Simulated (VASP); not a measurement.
Set up this calculation in VASP 6.6.1, as the native input.

* Task: single point
* Functional: PBE
* Potentials or basis: VASP PAW PBE potentials, release 64 (Si, S)
* Cutoff: 520 eV
* k mesh: 6 × 6 × 6
* Occupations: gaussian, width 0.02 eV
* Spin: no spin polarisation
* Dipole correction: no
* Further INCAR settings: ALGO = Normal; EDIFF = 1e-06; NBANDS = 25

The structure of SiS2 lies in POSCAR:

```
SiS2
1.0
   -3.1847042329      5.5437967501      2.7963366603
    3.1847042329     -5.5437967501      2.7963366603
    3.1847042329      5.5437967501     -2.7963366603
Si S
2 4
Direct
    0.7500000000      0.7500000000      0.0000000000
    0.2500000000      0.2500000000      0.0000000000
    0.8960278368      0.8185613192      0.7145891560
    0.1039721632      0.1814386808      0.2854108440
    0.6039721632      0.3185613192      0.9225334824
    0.3960278368      0.6814386808      0.0774665176
```

These files were run (other wordings do the same):

INCAR

```
SYSTEM = SiS2
PREC = Accurate ; ENCUT = 520
EDIFF = 1E-6 ; ISMEAR = 0
SIGMA = 0.02 ; LREAL = .False.
LASPH = .True. ; NELM = 100
ALGO = Normal ; ISIF = 2
LWAVE = .False. ; LCHARG = .False.
GGA = PE ; NBANDS = 25
```

KPOINTS

```
Automatic mesh
0
Gamma
  6 6 6
  0 0 0
```

Potentials or basis: VASP PAW PBE potentials, release 64 (Si, S).

The run is started by

```console
$ cat potpaw_PBE.64/Si/POTCAR potpaw_PBE.64/S/POTCAR > POTCAR
$ mpirun -np 1 vasp_std > vasp.out
```

Results of the run:

```yaml
Pressure: -0.2 GPa
Largest_force: 0.051 eV/Å
Band_gap_on_the_k_mesh: 3.11 eV, indirect (least direct gap 3.46 eV)
```

It took 4.3 min on 1 thread of AMD EPYC 7R43 64-Core Processor (Zen 3), with other jobs on the host, peak memory 0.44 GiB.
